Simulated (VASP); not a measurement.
Crystal: Ca3Y.

```
Ca Y
1.0
     0.00000    4.24557    4.24557
     4.24557    0.00000    4.24557
     4.24557    4.24557    0.00000
Ca Y
3 1
Direct
  0.25000 0.25000 0.25000
  0.75000 0.75000 0.75000
  0.50000 0.50000 0.50000
  0.00000 0.00000 0.00000
```

Base run:

| Property | Result |
| --- | --- |
| Program | VASP 6.6.1 |
| Functional | LDA |
| Potentials or basis | VASP PAW LDA potentials, release 64 (Ca_sv, Y_sv) |
| Cutoff | 520 eV |
| k mesh | 6 × 6 × 6 |
| Occupations | fermi-dirac, width 0.05 eV |
| Spin | no spin polarisation |

Its results: band gap on the k mesh zero (an odd number of electrons rules out a gap without spin polarisation); pressure -2.2 GPa.

Problem. The run is repeated on the same cell with these changes: k mesh from 6 × 6 × 6 to 2 × 2 × 2. What comes out?

Solution. Band gap on the k mesh zero (an odd number of electrons rules out a gap without spin polarisation); pressure -2.8 GPa.

Caveats: some runs use coarse meshes.
